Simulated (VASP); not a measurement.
Here is a VASP 6.6.1 calculation.

INCAR

```
SYSTEM = Na2H3
PREC     = Accurate       ! precision mode
ENCUT    = 600            ! plane-wave cutoff, eV
EDIFF    = 1E-6           ! SCF threshold, eV
ISMEAR   = 0              ! smearing method
SIGMA    = 0.1            ! smearing width, eV
LREAL    = .FALSE.        ! projectors in reciprocal space
LASPH    = .TRUE.         ! aspherical terms in the spheres
NELM     = 100            ! most SCF steps
ALGO     = Normal         ! electronic algorithm
ISIF     = 3              ! what is computed and relaxed
LWAVE    = .FALSE.        ! write WAVECAR
LCHARG   = .FALSE.        ! write CHGCAR
GGA      = PE             ! functional
IBRION   = 2              ! ionic algorithm
NSW      = 100            ! ionic steps
EDIFFG   = -0.01          ! ionic threshold
```

Contents of KPOINTS:

```
regular mesh
0
G
  12 12 12
  0 0 0
```

The input POSCAR:

```
Na2H3
1.0
    1.6603744899      0.9586176587      5.8721981979
   -1.6603744899      0.9586176587      5.8721981979
    0.0000000000     -1.9172353174      5.8721981979
Na H
2 3
Direct
    0.4137928955      0.4137928955      0.4137928955
    0.5862071045      0.5862071045      0.5862071045
    0.0000000000      0.0000000000      0.0000000000
    0.1685735046      0.1685735046      0.1685735046
    0.8314264954      0.8314264954      0.8314264954
```

Potentials or basis: VASP PAW PBE potentials, release 64 (Na_pv, H).

Launch:

```console
$ cat potpaw_PBE.64/Na_pv/POTCAR potpaw_PBE.64/H/POTCAR > POTCAR
$ mpirun -np 1 vasp_std > vasp.out
```

(1) Predict the space group after relaxing (to 0.1 Å).

(2) Estimate the band gap on the k mesh.

(3) Predict the relaxed volume.

(4) What does it give for the relaxed cell?

Answers

(1) R-3m (No. 166).

(2) zero (an odd number of electrons rules out a gap without spin polarisation).

(3) 11.25 Å³/atom.

(4) a = 6.179 Å, b = 6.179 Å, c = 6.179 Å, α = 31.23°, β = 31.23°, γ = 31.23°.

Caveat: an odd number of electrons without spin polarisation forces a metal; a magnetic or distorted state may lie lower.
